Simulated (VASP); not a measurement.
Wanted: the native input for a VASP 6.6.1 run.

| Property | Result |
| --- | --- |
| Task | single point |
| Functional | PBE |
| Potentials or basis | VASP PAW PBE potentials, release 64 (Zr_sv, Cl) |
| Cutoff | 500 eV |
| k mesh | 6 × 6 × 10 |
| Occupations | gaussian, width 0.1 eV |
| Spin | no spin polarisation |
| Dipole correction | no |
| Further INCAR settings | ALGO = Normal; EDIFF = 1e-06; NBANDS = 36 |

The structure of Zr4Cl lies in POSCAR:

```
Zr4Cl
1.0
    3.9527599482     -4.1205836986      0.0000000000
    3.9527599482      4.1205836986      0.0000000000
    0.0000000000      0.0000000000      3.4197311488
Zr Cl
4 1
Direct
    0.7470737984      0.7470737984      0.5000000000
    0.2529262016      0.2529262016      0.5000000000
    0.6991476939      0.3008523061      0.0000000000
    0.3008523061      0.6991476939      0.0000000000
    0.0000000000      0.0000000000      0.0000000000
```

The cell was built from a structure type or drawn by symmetry, and may not be a known phase.

One way to write it, as run:

INCAR

```
PREC = Accurate
ENCUT = 500
EDIFF = 1E-6
ISMEAR = 0
SIGMA = 0.1
LREAL = F
LASPH = T
NELM = 120
ALGO = Normal
ISIF = 2
LWAVE = F
LCHARG = F
GGA = PE
NBANDS = 36
GGA_COMPAT = F
```

KPOINTS

```
Automatic mesh
0
Gamma
  6 6 10
```

Potentials or basis: VASP PAW PBE potentials, release 64 (Zr_sv, Cl).

Command:

```bash
$ cat potpaw_PBE.64/Zr_sv/POTCAR potpaw_PBE.64/Cl/POTCAR > POTCAR
$ mpirun -np 1 vasp_std > vasp.out
```

It gave:

```yaml
Pressure: 0.1 GPa
Largest_force: 0.029 eV/Å
Band_gap_on_the_k_mesh: zero (an odd number of electrons rules out a gap without spin polarisation)
```

Caveat: an odd number of electrons without spin polarisation forces a metal; a magnetic or distorted state may lie lower.

It took 2.9 min on 1 thread of AMD EPYC 7R13 Processor (Zen 3) (shared host), peak memory 0.32 GiB.
